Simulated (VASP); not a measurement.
Write the native input for VASP 6.6.1 that does the following.

| Property | Result |
| --- | --- |
| Task | single point |
| Functional | LDA |
| Potentials or basis | VASP PAW LDA potentials, release 64 (Sn_d, Pt) |
| Cutoff | 500 eV |
| k mesh | 8 × 8 × 8 |
| Occupations | fermi-dirac, width 0.05 eV |
| Spin | no spin polarisation |
| Dipole correction | no |
| Further INCAR settings | ALGO = Normal; EDIFF = 1e-06; NBANDS = 30 |

The structure of SnPt3 lies in POSCAR:

```
SnPt3
1.0
    4.0400000000      0.0000000000      0.0000000000
    0.0000000000      4.0400000000      0.0000000000
    0.0000000000      0.0000000000      4.0000000000
Sn Pt
1 3
Direct
    0.0000000000      0.0000000000      0.0000000000
    0.0000000000      0.5000000000      0.5000000000
    0.5000000000      0.0000000000      0.5000000000
    0.5000000000      0.5000000000      0.0000000000
```

This cell differs from its parent crystal: equal xx and yy strain of +1 %.

These files were run (other wordings do the same):

INCAR

```
SYSTEM = SnPt3
PREC = Accurate
ENCUT = 500
EDIFF = 1E-6
ISMEAR = -1
SIGMA = 0.05
LREAL = .False.
LASPH = .True.
NELM = 120
ALGO = Normal
ISIF = 2
LWAVE = .False.
LCHARG = .False.
GGA = CA
NBANDS = 30
GGA_COMPAT = .False.
```

KPOINTS

```
Automatic mesh
0
Gamma
  8 8 8
  0 0 0
```

Potentials or basis: VASP PAW LDA potentials, release 64 (Sn_d, Pt).

Launch:

```sh
$ cat potpaw_LDA.64/Sn_d/POTCAR potpaw_LDA.64/Pt/POTCAR > POTCAR
$ mpirun -np 1 vasp_std > vasp.out
```

It gave:

```json
{
  "Pressure": "-7.1 GPa",
  "Band gap on the k mesh": "zero (bands 22 and 23 overlap by 0.48 eV)"
}
```

Caveat: the cell differs from its parent crystal (equal xx and yy strain of +1 %); the cell stands under tension; spin-orbit coupling is left out, which moves the levels of the heavy elements.

Run time: 3 min on 1 thread of Intel Xeon 8259CL, with other jobs on the host, peak memory 0.24 GiB.
